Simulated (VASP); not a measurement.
# HfB (Fm-3m) in VASP: further runs, part 2 of 2

VASP 6.6.1.

### Step 3. Vibrations by perturbation theory, PBEsol

The input, INCAR:

```
  ALGO = Normal
  EDIFF = 1E-8
  ENCUT = 520
  GGA = PS
  IBRION = 8
  ISIF = 2
  ISMEAR = -1
  LASPH = T
  LCHARG = F
  LREAL = F
  LWAVE = F
  NBANDS = 14
  NELM = 60
  NSW = 1
  PREC = Accurate
  SIGMA = 0.05
```

The input, KPOINTS:

```
k-points
0
Gamma
  8 8 8
```

The input, POSCAR:

```
HfB
1.0
    0.0000000000      2.3100000000      2.3100000000
    2.3100000000      0.0000000000      2.3100000000
    2.3100000000      2.3100000000      0.0000000000
Hf B
1 1
Direct
    0.5000000000      0.5000000000      0.5000000000
    0.0000000000      0.0000000000      0.0000000000
```

Potentials or basis: VASP PAW PBE potentials, release 64 (Hf_pv, B).

Run with:

```bash
cat potpaw_PBE.64/Hf_pv/POTCAR potpaw_PBE.64/B/POTCAR > POTCAR
mpirun -np 1 vasp_std > vasp.out
```

OUTCAR:

```text
EDIFF = 1E-8
   ENCUT = 520
   GGA = PS
   IBRION = 8
   ISIF = 2
   ISMEAR = -1
   LASPH = T
   LREAL = F
   NELM = 60
   NSW = 1
   PREC = Accurate

 ion  position               nearest neighbor table
   1  0.500  0.500  0.500-   2 2.31   2 2.31   2 2.31   2 2.31   2 2.31   2 2.31
   2  0.000  0.000  0.000-   1 2.31   1 2.31   1 2.31   1 2.31   1 2.31   1 2.31

  LATTYP: Found a face centered cubic cell.
 ALAT       =     4.6200000000

  Lattice vectors:

 A1 = (   0.0000000000,   2.3100000000,   2.3100000000)
[... 661 lines left out ...]
               1X          1Y          1Z          2X          2Y          2Z
  1X   -10.641669    0.000000    0.000000   10.641669    0.000000    0.000000
  1Y     0.000000  -10.641669    0.000000    0.000000   10.641669    0.000000
  1Z     0.000000    0.000000  -10.641669    0.000000    0.000000   10.641669
  2X    10.634720    0.000000    0.000000  -10.634720    0.000000    0.000000
  2Y     0.000000   10.634720    0.000000    0.000000  -10.634720    0.000000
  2Z     0.000000    0.000000   10.634720    0.000000    0.000000  -10.634720

 Eigenvectors and eigenvalues of the dynamical matrix
 ----------------------------------------------------

   1 f  =   15.968291 THz   100.331730 2PiTHz  532.644847 cm-1    66.039515 meV
             X         Y         Z           dx          dy          dz
      2.310000  2.310000  2.310000     0.239051    0.000000   -0.000000
      0.000000  0.000000  0.000000    -0.971007   -0.000000   -0.000000
[... 21 lines left out ...]
   6 f/i=    0.001211 THz     0.007607 2PiTHz    0.040383 cm-1     0.005007 meV
             X         Y         Z           dx          dy          dz
      2.310000  2.310000  2.310000     0.003933    0.842550   -0.482648
      0.000000  0.000000  0.000000     0.000968    0.207426   -0.118822

--------------------------------------------------------------------------------------------------------

 ELASTIC MODULI CONTR FROM IONIC RELAXATION (kBar)
 Direction    XX          YY          ZZ          XY          YZ          ZX
 --------------------------------------------------------------------------------
 XX           0.0000      0.0000      0.0000      0.0000      0.0000      0.0000
 YY           0.0000      0.0000      0.0000      0.0000      0.0000      0.0000
 ZZ           0.0000      0.0000      0.0000      0.0000      0.0000      0.0000
 XY           0.0000      0.0000      0.0000      0.0000      0.0000      0.0000
 YZ           0.0000      0.0000      0.0000      0.0000      0.0000      0.0000
 ZX           0.0000      0.0000      0.0000      0.0000      0.0000      0.0000
 --------------------------------------------------------------------------------
```

stdout:

```text
POSCAR found type information on POSCAR HfB
 POSCAR found :  2 types and       2 ions
 scaLAPACK will be used
 -----------------------------------------------------------------------------
|                                                                             |
|                                                                             |
|     You enforced a specific xc type in the INCAR file but a different       |
|     I HOPE YOU KNOW WHAT YOU ARE DOING!                                     |
|                                                                             |
 -----------------------------------------------------------------------------

 LDA part: xc-table for (Slater+PW92), standard interpolation
 POSCAR, INCAR and KPOINTS ok, starting setup
 FFT: planning ... GRIDC
 FFT: planning ... GRID_SOFT
 FFT: planning ... GRID
 WAVECAR not read
 entering main loop
 Linear response reoptimize wavefunctions to high precision
 Linear response DOF=           2
 Linear response progress:
 first order change of Fermi-energy   0.42243E-03
 force on displaced ion       1 direction 1 : -10.642   0.000   0.000
 Linear response progress:
 first order change of Fermi-energy  -0.94870E-04
 force on displaced ion       2 direction 1 : -10.635   0.000   0.000
 Linear response finished
```

It took 1.7 min on 1 thread of AMD EPYC 7R43 (Zen 3), shared host; peak memory 0.16 GiB.

Results:

| Property | Result |
| --- | --- |
| Highest phonon frequency at Γ, LO-TO splitting left out | 533 cm⁻¹ |

Phonon frequencies in cm⁻¹ (negative: imaginary):
| q point | frequencies |
| --- | --- |
| (0.000, 0.000, 0.000) | 0 0 0 533 533 533 |

Caveat: the cell wasn't relaxed at this level first, which shifts response properties; the PAW data sets were made with another functional, which shifts forces and pressure a little; spin-orbit coupling is left out, which moves the levels of the heavy elements.

### Step 4. Elastic constants, PBEsol

The input, INCAR:

```
ALGO     = Normal         # electronic algorithm
EDIFF    = 1E-8           # SCF threshold, eV
ENCUT    = 600            # plane-wave cutoff, eV
GGA      = PS             # functional
IBRION   = 6              # ionic algorithm
ISIF     = 3              # what is computed and relaxed
ISMEAR   = -1             # smearing method
LASPH    = True           # aspherical terms in the spheres
LCHARG   = False          # write CHGCAR
LREAL    = False          # projectors in reciprocal space
LWAVE    = False          # write WAVECAR
NELM     = 100            # most SCF steps
NFREE    = 2            
NSW      = 1              # ionic steps
POTIM    = 0.015          # step
PREC     = Accurate       # precision mode
SIGMA    = 0.05           # smearing width, eV
```

KPOINTS is that of step 3.

POSCAR is that of step 3.

Run with:

```bash
cat potpaw_PBE.64/Hf_pv/POTCAR potpaw_PBE.64/B/POTCAR > POTCAR
mpirun -np 1 vasp_std > vasp.out
```

Wall time 7.6 min (1 thread of AMD EPYC 7R43 (Zen 3), shared host); peak memory 0.2 GiB.

The run converged. Its results:

```yaml
Elastic_constants_C11_C12_C44: 592, 77, 32 GPa
Voigt_bulk_modulus: 249 GPa
Highest_phonon_frequency_at_Γ_LO-TO_splitting_left_out: 534 cm⁻¹
```

Phonon frequencies in cm⁻¹ (negative: imaginary):
```tsv
q point	frequencies
(0.000, 0.000, 0.000)	0 0 0 534 534 534
```

Elastic tensor in Voigt notation (GPa, in the Cartesian axes of the cell as first typed):
```
592  77  77   0   0   0
 77 592  77   0   0   0
 77  77 592   0   0   0
  0   0   0  32   0   0
  0   0   0   0  32   0
  0   0   0   0   0  32
```

Clamped-ion elastic tensor (GPa):
```
592  77  77   0   0   0
 77 592  77   0   0   0
 77  77 592   0   0   0
  0   0   0  32   0   0
  0   0   0   0  32   0
  0   0   0   0   0  32
```

Caveat: the cell is under stress, which shifts elastic constants; the PAW data sets were made with another functional, which shifts forces and pressure a little; spin-orbit coupling is left out, which moves the levels of the heavy elements.
